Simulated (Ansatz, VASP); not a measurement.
# LaP2Ru2 in VASP and in Ansatz

```
La P Ru
1.0
    -1.99665    1.99665    5.25223
     1.99665   -1.99665    5.25223
     1.99665    1.99665   -5.25223
La P Ru
1 2 2
Direct
  0.00000 0.00000 0.00000
  0.64049 0.64049 0.00000
  0.35951 0.35951 0.00000
  0.75000 0.25000 0.50000
  0.25000 0.75000 0.50000
```

Alike in both runs: functional LDA; k mesh 12 × 12 × 12; occupations gaussian, width 0.1 eV; no spin polarisation.

Ansatz relaxed the structure, and its values are those at the end. VASP's run is a single point on that final structure, the one shown.

```csv
,VASP,Ansatz
version,VASP 6.6.1,Ansatz 0.2.0
potentials or method,"VASP PAW LDA potentials, release 64 (La, P, Ru_pv), cutoff 520 eV","scalar-relativistic, plane waves, PAW"
valence electrons in the cell,49,53
```

Ansatz gave:

* gap on the k mesh at the Fermi level (eV): none
* pressure (GPa): 0.0
* rms of the force components (eV/Å): 0.000

Estimate VASP's values.

gap on the k mesh at the Fermi level (eV): none; pressure (GPa): 0.2; rms of the force components (eV/Å): 0.008.

LDA's correlation is that of Perdew and Zunger in VASP and of Perdew and Wang (1992) in Ansatz. A gap of «none» marks a metal or a gap that the smearing closes. VASP's potentials hold 49 valence electrons a cell and Ansatz's 53, so a difference there can come from the potentials and not from the codes.

Neither program's run includes spin-orbit coupling.
